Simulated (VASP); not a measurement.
# CdSe (C2) in VASP: single point with PBE

Aim: the single point of CdSe with PBE.

All numbers are computed with VASP 6.6.1; they aren't measurements. Logs are shortened: lines on timing, memory, paths and dates and some standing lists are left out, and cuts for length are marked.

**1. The cell of the first run**

The structure is monoclinic, space group C2 (No. 5). Conventional cell: a = 6.024 Å, b = 5.982 Å, c = 4.282 Å, α = 90.00°, β = 134.63°, γ = 90.00°. Cd (site symmetry 2) has 4 Se at 2.51 to 2.73 Å within 3.3 Å. Within 3.3 Å of Se (site symmetry 2) lie 4 Cd at 2.51 to 2.73 Å.

**2. Single point, PBE (strained and its atoms moved)**

The input, INCAR:

```
SYSTEM = CdSe
PREC = Accurate
ENCUT = 520
EDIFF = 1E-6
ISMEAR = 0
SIGMA = 0.05
LREAL = .False.
LASPH = .True.
NELM = 80
ALGO = Normal
ISIF = 2
LWAVE = .False.
LCHARG = .False.
GGA = PE
NBANDS = 16
```

The input, KPOINTS:

```
regular mesh
0
Gamma
  10 10 10
  0 0 0
```

The input, POSCAR:

```
CdSe
1.0
    0.0018114600      3.0477354080      2.9912117152
    3.0121509648      0.0018114600      2.9912117152
    3.0139624248      3.0495468680      0.0000000000
Cd Se
1 1
Direct
   -0.0162852063     -0.0162852063      0.0162852063
    0.7662852063      0.7662852063      0.7337147937
```

Potentials or basis: VASP PAW PBE potentials, release 64 (Cd, Se).

Started as:

```sh
$ cat potpaw_PBE.64/Cd/POTCAR potpaw_PBE.64/Se/POTCAR > POTCAR
$ mpirun -np 1 vasp_std > vasp.out
```

OUTCAR:

```text
SYSTEM = CdSe
   PREC = Accurate
   ENCUT = 520
   EDIFF = 1E-6
   ISMEAR = 0
   LREAL = .False.
   LASPH = .True.
   NELM = 80
   ISIF = 2
   GGA = PE

 ion  position               nearest neighbor table
   1  0.984  0.984  0.016-   2 2.51   2 2.51   2 2.73   2 2.73
   2  0.766  0.766  0.734-   1 2.51   1 2.51   1 2.73   1 2.73

  LATTYP: Found a base centered monoclinic cell.
 ALAT       =     6.0243030190
 B/A-ratio  =     0.9930482267
 C/A-ratio  =     0.7108704299
 COS(beta)  =    -0.7025120792

  Lattice vectors:

 A1 = (   3.0121509648,   0.0018114600,   2.9912117152)
 A2 = (   3.0121509648,   0.0018114600,  -2.9912117152)
 A3 = (  -3.0103395048,   3.0459239480,   0.0000000000)

Analysis of symmetry for initial positions (statically):
=====================================================================
 Subroutine PRICEL returns:
 Original cell was already a primitive cell.

 Routine SETGRP: Setting up the symmetry group for a
 base centered monoclinic supercell.

 Subroutine GETGRP returns: Found  2 space group operations
 (whereof  2 operations were pure point group operations)
 out of a pool of  4 trial point group operations.

The static configuration has the point symmetry C_2 .

Analysis of symmetry for dynamics (positions and initial velocities):
=====================================================================
 Subroutine PRICEL returns:
 Original cell was already a primitive cell.

 Routine SETGRP: Setting up the symmetry group for a
 base centered monoclinic supercell.

 Subroutine GETGRP returns: Found  2 space group operations
 (whereof  2 operations were pure point group operations)
 out of a pool of  4 trial point group operations.

The dynamic configuration has the point symmetry C_2 .

 Subroutine INISYM returns: Found  2 space group operations
 (whereof  2 operations are pure point group operations),
 and found     1 'primitive' translations

----------------------------------------------------------------------------------------

                                     Primitive cell

  volume of cell :      54.9201

  direct lattice vectors                    reciprocal lattice vectors
     0.001811460  3.047735408  2.991211715    -0.166093056  0.164154956  0.167156339
     3.012150965  0.001811460  2.991211715     0.166093056 -0.164154956  0.167156339
     3.013962425  3.049546868  0.000000000     0.165895735  0.163957634 -0.167156339

  length of vectors
     4.270367891  4.245044669  4.287622371     0.287184600  0.287184600  0.286957736

  position of ions in fractional coordinates (direct lattice)
     0.983714794  0.983714794  0.016285206
     0.766285206  0.766285206  0.733714794

  ion indices of the primitive-cell ions
   primitive index   ion index
                 1           1
                 2           2

----------------------------------------------------------------------------------------

 KPOINTS: regular mesh

Automatic generation of k-mesh.
 Grid dimensions read from file:
 generate k-points for:   10   10   10

 Generating k-lattice:

  Cartesian coordinates                     Fractional coordinates (reciprocal lattice)
    -0.016609306  0.016415496  0.016715634     0.100000000  0.000000000  0.000000000
     0.016609306 -0.016415496  0.016715634    -0.000000000  0.100000000 -0.000000000
     0.016589573  0.016395763 -0.016715634    -0.000000000  0.000000000  0.100000000

  Length of vectors
     0.028718460  0.028718460  0.028695774

  Shift w.r.t. Gamma in fractional coordinates (k-lattice)
     0.000000000  0.000000000  0.000000000

 Subroutine IBZKPT returns following result:
 ===========================================

 Found    282 irreducible k-points:

 Following reciprocal coordinates:
            Coordinates               Weight
  0.000000  0.000000  0.000000      1.000000
  0.100000  0.000000  0.000000      4.000000
  0.200000  0.000000  0.000000      4.000000
  0.300000  0.000000  0.000000      4.000000
  0.400000 -0.000000  0.000000      4.000000
  0.500000 -0.000000  0.000000      2.000000
[... 16 lines left out ...]
  0.300000  0.300000  0.000000      2.000000
  0.400000  0.300000  0.000000      4.000000
 [... further k-points ...]
   k-points           NKPTS =    282   k-points in BZ     NKDIM =    282   number of bands    NBANDS=     16
   number of dos      NEDOS =    301   number of ions     NIONS =      2
   total plane-waves  NPLWV =  32768
   dimension x,y,z NGX =    32 NGY =   32 NGZ =   32
   dimension x,y,z NGXF=    64 NGYF=   64 NGZF=   64
   ions per type =               1   1
   NGX,Y,Z   is equivalent  to a cutoff of  12.46, 12.53, 12.41 a.u.
   NGXF,Y,Z  is equivalent  to a cutoff of  24.92, 25.06, 24.82 a.u.
 SYSTEM =  CdSe
   PREC   = accura    normal or accurate (medium, high low for compatibility)
   ISTART =      0    job   : 0-new  1-cont  2-samecut
   ICHARG =      2    charge: 1-file 2-atom 10-const
   ISPIN  =      1    spin polarized calculation?
   LNONCOLLINEAR =      F non collinear calculations
   LSORBIT =      F    spin-orbit coupling
   LASPH  =      T    aspherical Exc in radial PAW
   ENCUT  =  520.0 eV  38.22 Ry    6.18 a.u.   7.94  7.89  7.97*2*pi/ulx,y,z
   NELM   =     80;   NELMIN=  2; NELMDL= -5     # of ELM steps
   EDIFF  = 0.1E-05   stopping-criterion for ELM
   LREAL  =      F    real-space projection
   EDIFFG = 0.1E-04   stopping-criterion for IOM
   NSW    =      0    number of steps for IOM
   IBRION =     -1    ionic relax: 0-MD 1-quasi-New 2-CG
   NFREE  =      0    steps in history (QN), initial steepest desc. (CG)
   ISIF   =      2    stress and relaxation
   ISYM   =      2    0-nonsym 1-usesym 2-fastsym
   POTIM  = 0.5000    time-step for ionic-motion
   TEBEG  =    0.0;   TEEND  =   0.0 temperature during run
   PSTRESS=    0.0 pullay stress
   NELECT =      18.0000    total number of electrons
   NUPDOWN=      -1.0000    fix difference up-down
   EMIN   =  10.00;   EMAX   =-10.00  energy-range for DOS
   EFERMI =   0.00;   METHOD = LEGACY
   ISMEAR =     0;   SIGMA  =   0.05  broadening in eV -4-tet -1-fermi 0-gaus
   EFERMI_NEDOS =   21; number of points for ismear=-14 and -15
   IALGO  =     38    algorithm
   IMIX   =      4    mixing-type and parameters
     AMIX     =   0.40;   BMIX     =  1.00
     AMIX_MAG =   1.60;   BMIX_MAG =  1.00
  volume/ion in A,a.u.               =      27.46       185.31
  Fermi-wavevector in a.u.,A,eV,Ry     =   1.128726  2.132984 17.334138  1.274023
  Thomas-Fermi vector in A             =   2.265417
   LORBIT       =      0    0 simple, 1 ext, 2 COOP (PROOUT), +10 PAW based schemes
   GGA     = PE    functional components
   LHFCALC =     F    Hartree Fock is set to
   AEXX    =    0.0000 exact exchange contribution
   IVDW    =     0    specifies the selected vdW correction
   LEPSILON=     F    determine dielectric tensor
   LRPA    =     F    only Hartree local field effects (RPA)
 non-spin polarized calculation
 Gauss-broadening in eV      SIGMA  =   0.05
  energy-cutoff  :      520.00
  volume of cell :       54.92
 maximum number of plane-waves:      1492
   NGX = 15   NGY = 15   NGZ = 15

 number of electron      17.9999996 magnetization

 Free energy of the ion-electron system (eV)
  ---------------------------------------------------
  ext. energy  EPLUGINS =         0.00000000
  ---------------------------------------------------
  free energy    TOTEN  =        -5.33340393 eV

  energy without entropy =       -5.33340393  energy(sigma->0) =       -5.33340393

 E-fermi :   1.4320     XC(G=0):  -8.9964

 val. band max:        1.1809493600   @ k =   0.0000   0.0000   0.0000
 cond. band min:       1.8373366510   @ k =   0.0000   0.0000   0.0000
 fundamental gap:      0.6563872910
 Fermi energy:         1.4319537594

 k-point     1 :       0.0000    0.0000    0.0000
  band No.  band energies     occupation
      1     -11.6415      2.00000
      2      -7.0467      2.00000
      3      -6.9122      2.00000
      4      -6.8132      2.00000
      5      -6.5338      2.00000
      6      -6.5125      2.00000
[... 8 lines left out ...]
     15      12.1428      0.00000
     16      12.3093      0.00000

 k-point     2 :       0.1000    0.0000    0.0000
  band No.  band energies     occupation
      1     -11.6067      2.00000
      2      -7.0347      2.00000
      3      -6.9018      2.00000
      4      -6.7877      2.00000
      5      -6.5339      2.00000
      6      -6.5110      2.00000
[... 8 lines left out ...]
     15      11.6309      0.00000
     16      11.7822      0.00000

 k-point     3 :       0.2000    0.0000    0.0000
  band No.  band energies     occupation
      1     -11.5148      2.00000
      2      -7.0046      2.00000
      3      -6.8801      2.00000
      4      -6.6981      2.00000
      5      -6.5324      2.00000
      6      -6.5035      2.00000
[... 8 lines left out ...]
     15      11.2543      0.00000
     16      11.6292      0.00000

 k-point     4 :       0.3000    0.0000    0.0000
  band No.  band energies     occupation
      1     -11.4000      2.00000
      2      -6.9704      2.00000
      3      -6.8628      2.00000
      4      -6.5386      2.00000
      5      -6.5254      2.00000
      6      -6.4755      2.00000
[... 8 lines left out ...]
     15      11.4550      0.00000
     16      11.7120      0.00000

 k-point     5 :       0.4000   -0.0000    0.0000
  band No.  band energies     occupation
      1     -11.3065      2.00000
      2      -6.9458      2.00000
      3      -6.8548      2.00000
      4      -6.5168      2.00000
      5      -6.4833      2.00000
      6      -6.2910      2.00000
[... 8 lines left out ...]
     15      12.3792      0.00000
     16      12.6588      0.00000

 k-point     6 :       0.5000   -0.0000    0.0000
  band No.  band energies     occupation
      1     -11.2708      2.00000
      2      -6.9372      2.00000
      3      -6.8530      2.00000
      4      -6.5119      2.00000
      5      -6.4746      2.00000
      6      -6.1732      2.00000
[... 8 lines left out ...]
     15      13.2170      0.00000
     16      13.6066      0.00000

 k-point     7 :       0.1000    0.1000    0.0000
  band No.  band energies     occupation
      1     -11.5929      2.00000
      2      -7.0242      2.00000
      3      -6.8850      2.00000
      4      -6.7905      2.00000
      5      -6.5276      2.00000
      6      -6.5201      2.00000
[... 8 lines left out ...]
     15      11.8812      0.00000
     16      12.2867      0.00000

 k-point     8 :       0.2000    0.1000    0.0000
  band No.  band energies     occupation
      1     -11.5185      2.00000
      2      -6.9943      2.00000
      3      -6.8557      2.00000
      4      -6.7316      2.00000
      5      -6.5230      2.00000
      6      -6.5212      2.00000
[... 8 lines left out ...]
     15      12.0141      0.00000
     16      12.3967      0.00000

 k-point     9 :       0.3000    0.1000    0.0000
  band No.  band energies     occupation
      1     -11.4109      2.00000
      2      -6.9586      2.00000
      3      -6.8390      2.00000
      4      -6.5882      2.00000
      5      -6.5148      2.00000
      6      -6.5051      2.00000
[... 8 lines left out ...]
     15      11.9768      0.00000
     16      12.1224      0.00000
[... 172 lines left out ...]
 k-point    19 :       0.5000    0.2000    0.0000
  band No.  band energies     occupation
      1     -11.2243      2.00000
      2      -6.8813      2.00000
      3      -6.8014      2.00000
      4      -6.5290      2.00000
      5      -6.5017      2.00000
      6      -6.1542      2.00000
[... 8 lines left out ...]
     15      13.3567      0.00000
     16      13.6707      0.00000

 k-point    20 :      -0.4000    0.2000   -0.0000
  band No.  band energies     occupation
      1     -11.2203      2.00000
      2      -6.8895      2.00000
      3      -6.8177      2.00000
      4      -6.5182      2.00000
      5      -6.5137      2.00000
      6      -6.1135      2.00000
[... 8 lines left out ...]
     15      12.0607      0.00000
     16      13.4337      0.00000

 k-point    21 :      -0.3000    0.2000   -0.0000
  band No.  band energies     occupation
      1     -11.2732      2.00000
      2      -6.9164      2.00000
      3      -6.8353      2.00000
      4      -6.5354      2.00000
      5      -6.5256      2.00000
      6      -6.2431      2.00000
[... 8 lines left out ...]
     15      12.5487      0.00000
     16      13.8118      0.00000

 k-point    22 :      -0.2000    0.2000   -0.0000
  band No.  band energies     occupation
      1     -11.3633      2.00000
      2      -6.9547      2.00000
      3      -6.8567      2.00000
      4      -6.5690      2.00000
      5      -6.5435      2.00000
      6      -6.3900      2.00000
[... 8 lines left out ...]
     15      12.6003      0.00000
     16      13.8110      0.00000

 k-point    23 :       0.3000    0.3000    0.0000
  band No.  band energies     occupation
      1     -11.3082      2.00000
      2      -6.8804      2.00000
      3      -6.7159      2.00000
      4      -6.6437      2.00000
      5      -6.4914      2.00000
      6      -6.4584      2.00000
[... 8 lines left out ...]
     15      12.9410      0.00000
     16      15.2042      0.00000

 k-point    24 :       0.4000    0.3000    0.0000
  band No.  band energies     occupation
      1     -11.2342      2.00000
      2      -6.8459      2.00000
      3      -6.7256      2.00000
      4      -6.5922      2.00000
      5      -6.4847      2.00000
      6      -6.3227      2.00000
[... 8 lines left out ...]
     15      13.3488      0.00000
     16      14.9668      0.00000

 [... further k-points ...]

------------------------ aborting loop because EDIFF is reached ----------------------------------------

  FORCE on cell =-STRESS in cart. coord.  units (eV):
  Direction    XX          YY          ZZ          XY          YZ          ZX
  --------------------------------------------------------------------------------------
  -------------------------------------------------------------------------------------
  Total        2.0032544      1.9594302      1.6433931      1.5560878     -0.0000000     -0.0000000
  in kB       58.4407381     57.1622596     47.9425426     45.3955941     -0.0000000     -0.0000000
  external PRESSURE =      54.5151801 kB  Pullay stress =       0.0000000 kB

 VOLUME and BASIS-vectors are now :
 -----------------------------------------------------------------------------
  energy-cutoff  :      520.00
  volume of cell :       54.92
      direct lattice vectors                 reciprocal lattice vectors
     0.001811460  3.047735408  2.991211715    -0.166093056  0.164154956  0.167156339
     3.012150965  0.001811460  2.991211715     0.166093056 -0.164154956  0.167156339
     3.013962425  3.049546868  0.000000000     0.165895735  0.163957634 -0.167156339

 POSITION                                       TOTAL-FORCE (eV/Angst)
 -----------------------------------------------------------------------------------
      3.01396      3.04955      5.88500         0.000000     -0.000000      1.035157
      4.52094      4.57432      4.58424        -0.000000      0.000000     -1.035157
 -----------------------------------------------------------------------------------
    total drift:                               -0.000000     -0.000000     -0.000133

  FREE ENERGIE OF THE ION-ELECTRON SYSTEM (eV)
  ---------------------------------------------------
  free  energy   TOTEN  =        -5.3334039335 eV

  energy  without entropy=       -5.3334039335  energy(sigma->0) =       -5.33340393
```

Wall time 1.8 min (1 thread of Intel Xeon Platinum 8488C (Sapphire Rapids), shared host); peak memory 0.37 GiB.

What came out:

```
Free energy            : -5.3334 eV
Pressure               : 5.5 GPa
Largest force          : 1.035 eV/Å
Band gap on the k mesh : 0.66 eV, direct
```

Forces in eV/Å, atoms in the order of the input:
```
Cd   0.000  0.000  1.035
Se   0.000  0.000 -1.035
```

Levels at points of the mesh, in eV from the valence-band top:
| k point | band 7 | band 8 | band 9 | band 10 | band 11 | band 12 |
| --- | --- | --- | --- | --- | --- | --- |
| (0.00, 0.00, 0.00) | -0.22 | 0.00 | 0.00 | 0.66 | 5.87 | 5.89 |
| (0.50, 0.00, 0.00) | -4.34 | -1.03 | -0.53 | 2.22 | 5.97 | 6.67 |
| (0.50, 0.50, 0.00) | -4.13 | -2.08 | -1.95 | 2.85 | 3.82 | 9.24 |
| (0.00, 0.00, 0.50) | -4.79 | -1.04 | -0.70 | 2.56 | 6.07 | 6.96 |
| (0.50, 0.00, 0.50) | -4.32 | -1.93 | -1.86 | 3.04 | 3.79 | 9.07 |
| (0.00, 0.50, 0.50) | -4.26 | -1.99 | -1.90 | 3.00 | 3.69 | 9.18 |

Caveat: the cell differs from its parent crystal (strained and its atoms moved); forces of over 1 eV/Å act on the atoms, so gaps and moduli don't describe the material at rest.
